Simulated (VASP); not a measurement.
# BeSi (P6/mmm) in VASP: relaxation of cell and atoms with PBE

Aim: the relaxation of cell and atoms of BeSi with PBE.

All numbers are computed with VASP 6.6.1; they aren't measurements. Logs are shortened: lines on timing, memory, paths and dates and some standing lists are left out, and cuts for length are marked.

### Step 1. The cell of the first run

Symmetry: P6/mmm, No. 191, hexagonal system. Conventional cell: a = 2.471 Å, b = 2.471 Å, c = 4.897 Å, α = 90.00°, β = 90.00°, γ = 120.00°. Within 3.2 Å of Be (site symmetry 6/mmm) lie 2 Si at 2.45 Å and 6 Be at 2.47 Å. Within 3.2 Å of Si (site symmetry 6/mmm) lie 2 Be at 2.45 Å and 6 Si at 2.47 Å.

### Step 2. Relaxation of cell and atoms, PBE (atoms taken out)

The input, INCAR:

```
PREC = Accurate
ENCUT = 600
EDIFF = 1E-7
ISMEAR = 0
SIGMA = 0.1
LREAL = False
LASPH = True
NELM = 80
ALGO = Normal
ISIF = 3
LWAVE = False
LCHARG = False
GGA = PE
IBRION = 2
NSW = 100
EDIFFG = -0.01
```

The input, KPOINTS:

```
Automatic mesh
0
Gamma
  24 24 12
```

The input, POSCAR:

```
BeSi
1.0
    2.4713413504      0.0000000000      0.0000000000
   -1.2356706752      2.1402443908      0.0000000000
    0.0000000000      0.0000000000      4.8967494371
Be Si
1 1
Direct
    0.0000000000      0.0000000000      0.0000000000
    0.0000000000      0.0000000000      0.5000000000
```

Potentials or basis: VASP PAW PBE potentials, release 64 (Be, Si).

Started as:

```console
$ cat potpaw_PBE.64/Be/POTCAR potpaw_PBE.64/Si/POTCAR > POTCAR
$ mpirun -np 1 vasp_std > vasp.out
```

OUTCAR:

```text
PREC = Accurate
   ENCUT = 600
   EDIFF = 1E-7
   ISMEAR = 0
   LREAL = False
   LASPH = True
   NELM = 80
   ISIF = 3
   GGA = PE
   IBRION = 2
   NSW = 100
   EDIFFG = -0.01

 ion  position               nearest neighbor table
   1  0.000  0.000  0.000-   2 2.45   2 2.45
   2  0.000  0.000  0.500-   1 2.45   1 2.45

  LATTYP: Found a hexagonal cell.
 ALAT       =     2.4713413504
 C/A-ratio  =     1.9814136304

  Lattice vectors:

 A1 = (   2.4713413504,   0.0000000000,   0.0000000000)
 A2 = (  -1.2356706752,   2.1402443908,   0.0000000000)
 A3 = (   0.0000000000,   0.0000000000,   4.8967494371)

Analysis of symmetry for initial positions (statically):
=====================================================================
 Subroutine PRICEL returns:
 Original cell was already a primitive cell.

 Routine SETGRP: Setting up the symmetry group for a
 hexagonal supercell.

 Subroutine GETGRP returns: Found 24 space group operations
 (whereof 24 operations were pure point group operations)
 out of a pool of 24 trial point group operations.

The static configuration has the point symmetry D_6h.

Analysis of symmetry for dynamics (positions and initial velocities):
=====================================================================
 Subroutine PRICEL returns:
 Original cell was already a primitive cell.

 Routine SETGRP: Setting up the symmetry group for a
 hexagonal supercell.

 Subroutine GETGRP returns: Found 24 space group operations
 (whereof 24 operations were pure point group operations)
 out of a pool of 24 trial point group operations.

The dynamic configuration has the point symmetry D_6h.

 Subroutine INISYM returns: Found 24 space group operations
 (whereof 24 operations are pure point group operations),
 and found     1 'primitive' translations

----------------------------------------------------------------------------------------

                                     Primitive cell

  volume of cell :      25.9003

  direct lattice vectors                    reciprocal lattice vectors
     2.471341350  0.000000000  0.000000000     0.404638558  0.233618180  0.000000000
    -1.235670675  2.140244391  0.000000000     0.000000000  0.467236361  0.000000000
     0.000000000  0.000000000  4.896749437     0.000000000  0.000000000  0.204217106

  length of vectors
     2.471341350  2.471341350  4.896749437     0.467236361  0.467236361  0.204217106

  position of ions in fractional coordinates (direct lattice)
     0.000000000  0.000000000  0.000000000
     0.000000000  0.000000000  0.500000000

  ion indices of the primitive-cell ions
   primitive index   ion index
                 1           1
                 2           2

----------------------------------------------------------------------------------------

 KPOINTS: Automatic mesh

Automatic generation of k-mesh.
 Grid dimensions read from file:
 generate k-points for:   24   24   12

 Generating k-lattice:

  Cartesian coordinates                     Fractional coordinates (reciprocal lattice)
     0.016859940  0.009734091  0.000000000     0.041666667  0.000000000  0.000000000
     0.000000000  0.019468182  0.000000000     0.000000000  0.041666667  0.000000000
     0.000000000  0.000000000  0.017018092     0.000000000  0.000000000  0.083333333

  Length of vectors
     0.019468182  0.019468182  0.017018092

  Shift w.r.t. Gamma in fractional coordinates (k-lattice)
     0.000000000  0.000000000  0.000000000

 Subroutine IBZKPT returns following result:
 ===========================================

 Found    427 irreducible k-points:

 Following reciprocal coordinates:
            Coordinates               Weight
  0.000000  0.000000  0.000000      1.000000
  0.041667  0.000000  0.000000      6.000000
  0.083333  0.000000  0.000000      6.000000
  0.125000  0.000000  0.000000      6.000000
  0.166667  0.000000  0.000000      6.000000
  0.208333  0.000000  0.000000      6.000000
[... 16 lines left out ...]
  0.416667  0.041667  0.000000     12.000000
  0.458333  0.041667  0.000000     12.000000
 [... further k-points ...]
   k-points           NKPTS =    427   k-points in BZ     NKDIM =    427   number of bands    NBANDS=      7
   number of dos      NEDOS =    301   number of ions     NIONS =      2
   total plane-waves  NPLWV =  16000
   dimension x,y,z NGX =    20 NGY =   20 NGZ =   40
   dimension x,y,z NGXF=    40 NGYF=   40 NGZF=   80
   ions per type =               1   1
   NGX,Y,Z   is equivalent  to a cutoff of  13.45, 13.45, 13.58 a.u.
   NGXF,Y,Z  is equivalent  to a cutoff of  26.91, 26.91, 27.16 a.u.
 SYSTEM =  unknown system
   PREC   = accura    normal or accurate (medium, high low for compatibility)
   ISTART =      0    job   : 0-new  1-cont  2-samecut
   ICHARG =      2    charge: 1-file 2-atom 10-const
   ISPIN  =      1    spin polarized calculation?
   LNONCOLLINEAR =      F non collinear calculations
   LSORBIT =      F    spin-orbit coupling
   LASPH  =      T    aspherical Exc in radial PAW
   ENCUT  =  600.0 eV  44.10 Ry    6.64 a.u.   4.94  4.94  9.78*2*pi/ulx,y,z
   NELM   =     80;   NELMIN=  2; NELMDL= -5     # of ELM steps
   EDIFF  = 0.1E-06   stopping-criterion for ELM
   LREAL  =      F    real-space projection
   EDIFFG = -.1E-01   stopping-criterion for IOM
   NSW    =    100    number of steps for IOM
   IBRION =      2    ionic relax: 0-MD 1-quasi-New 2-CG
   NFREE  =      1    steps in history (QN), initial steepest desc. (CG)
   ISIF   =      3    stress and relaxation
   ISYM   =      2    0-nonsym 1-usesym 2-fastsym
   POTIM  = 0.5000    time-step for ionic-motion
   TEBEG  =    0.0;   TEEND  =   0.0 temperature during run
   PSTRESS=    0.0 pullay stress
   NELECT =       6.0000    total number of electrons
   NUPDOWN=      -1.0000    fix difference up-down
   EMIN   =  10.00;   EMAX   =-10.00  energy-range for DOS
   EFERMI =   0.00;   METHOD = LEGACY
   ISMEAR =     0;   SIGMA  =   0.10  broadening in eV -4-tet -1-fermi 0-gaus
   EFERMI_NEDOS =   21; number of points for ismear=-14 and -15
   IALGO  =     38    algorithm
   IMIX   =      4    mixing-type and parameters
     AMIX     =   0.40;   BMIX     =  1.00
     AMIX_MAG =   1.60;   BMIX_MAG =  1.00
  volume/ion in A,a.u.               =      12.95        87.39
  Fermi-wavevector in a.u.,A,eV,Ry     =   1.005443  1.900011 13.754329  1.010915
  Thomas-Fermi vector in A             =   2.138122
   LORBIT       =      0    0 simple, 1 ext, 2 COOP (PROOUT), +10 PAW based schemes
   GGA     = PE    functional components
   LHFCALC =     F    Hartree Fock is set to
   AEXX    =    0.0000 exact exchange contribution
   IVDW    =     0    specifies the selected vdW correction
   LEPSILON=     F    determine dielectric tensor
   LRPA    =     F    only Hartree local field effects (RPA)
 conjugate gradient relaxation of ions
 non-spin polarized calculation
 Gauss-broadening in eV      SIGMA  =   0.10
  energy-cutoff  :      600.00
  volume of cell :       25.90
 maximum number of plane-waves:       891
 NGX is ok and might be reduce to    20
   NGX =  9   NGY =  9   NGZ = 19

--------------------------------------- Ionic step        1  -------------------------------------------

 number of electron       6.0000000 magnetization

 Free energy of the ion-electron system (eV)
  ---------------------------------------------------
  ext. energy  EPLUGINS =         0.00000000
  ---------------------------------------------------
  free energy    TOTEN  =        -7.79727439 eV

  energy without entropy =       -7.79289367  energy(sigma->0) =       -7.79508403

------------------------ aborting loop because EDIFF is reached ----------------------------------------

  FORCE on cell =-STRESS in cart. coord.  units (eV):
  Direction    XX          YY          ZZ          XY          YZ          ZX
  --------------------------------------------------------------------------------------
  -------------------------------------------------------------------------------------
  Total        0.1682701      0.1682701     -0.0568514      0.0000000     -0.0000000      0.0000000
  in kB       10.4091109     10.4091109     -3.5168024      0.0000000     -0.0000000      0.0000000
  external PRESSURE =       5.7671398 kB  Pullay stress =       0.0000000 kB
[... 165 lines left out ...]
  energy  without entropy=       -7.7943626567  energy(sigma->0) =       -7.79676711

--------------------------------------- Ionic step        6  -------------------------------------------

 number of electron       6.0000000 magnetization

 Free energy of the ion-electron system (eV)
  ---------------------------------------------------
  ext. energy  EPLUGINS =         0.00000000
  ---------------------------------------------------
  free energy    TOTEN  =        -7.79918117 eV

  energy without entropy =       -7.79438366  energy(sigma->0) =       -7.79678241

 E-fermi :   7.0562     XC(G=0): -10.3457

 val. band max:        7.0487651633   @ k =   0.4583   0.0417   0.0833
 cond. band min:       7.0640926949   @ k =   0.3333   0.0000   0.5000
 fundamental gap:      0.0153275316
 Fermi energy:         7.0562202316

 k-point     1 :       0.0000    0.0000    0.0000
  band No.  band energies     occupation
      1      -6.1264      2.00000
      2       1.1471      2.00000
      3       2.2229      2.00000
      4      16.5057      0.00000
      5      18.3881      0.00000
      6      20.1502      0.00000
      7      20.1502      0.00000
[... 221 lines left out ...]
 k-point    24 :       0.4583    0.0417    0.0000
  band No.  band energies     occupation
      1       0.7556      2.00000
      2       2.1131      2.00000
      3       6.8190      1.99920
      4       6.9673      1.79119
      5      10.6684      0.00000
      6      10.7813      0.00000
      7      13.7203      0.00000

 [... further k-points ...]

------------------------ aborting loop because EDIFF is reached ----------------------------------------

  FORCE on cell =-STRESS in cart. coord.  units (eV):
  Direction    XX          YY          ZZ          XY          YZ          ZX
  --------------------------------------------------------------------------------------
  -------------------------------------------------------------------------------------
  Total       -0.0120238     -0.0120238     -0.0074093      0.0000000      0.0000000      0.0000000
  in kB       -0.7387250     -0.7387250     -0.4552173      0.0000000      0.0000000      0.0000000
  external PRESSURE =      -0.6442225 kB  Pullay stress =       0.0000000 kB
[... 17 lines left out ...]
  FREE ENERGIE OF THE ION-ELECTRON SYSTEM (eV)
  ---------------------------------------------------
  free  energy   TOTEN  =        -7.7991811721 eV

  energy  without entropy=       -7.7943836550  energy(sigma->0) =       -7.79678241

 reached required accuracy - stopping structural energy minimisation
```

It took 1.9 min on 1 thread of AMD EPYC 9R45 (Zen 5), shared host; peak memory 0.2 GiB.

Results:

```
Free energy                           : -7.7992 eV
Relaxed volume                        : 13.04 Å³/atom
Relaxed cell                          : a = 2.496 Å, b = 2.496 Å, c = 4.833 Å, α = 90.00°, β = 90.00°, γ = 120.00°
Space group after relaxing (to 0.1 Å) : P6/mmm (No. 191)
Energy gained by relaxing             : 1.0 meV/atom
Ionic steps                           : 6
Pressure after relaxing               : -0.1 GPa
Band gap on the k mesh                : zero (bands 3 and 4 overlap by 3.72 eV)
```

Step by step:
```csv
step,energy change (eV),largest force (eV/Å),pressure (GPa),volume (Å³)
1,0.0000,0.0000,0.58,25.90
2,-0.0009,0.0000,-0.08,26.08
3,-0.0011,0.0000,-0.50,26.19
4,-0.0017,0.0000,-0.29,26.13
5,-0.0019,0.0000,-0.11,26.09
6,-0.0019,0.0000,-0.06,26.08
```

Final structure:
```
Be Si
1.0
     2.49613    0.00000    0.00000
    -1.24807    2.16171    0.00000
     0.00000    0.00000    4.83285
Be Si
1 1
Direct
  0.00000 0.00000 0.00000
  0.00000 0.00000 0.50000
```

Caveat: the cell differs from its parent crystal (atoms taken out).
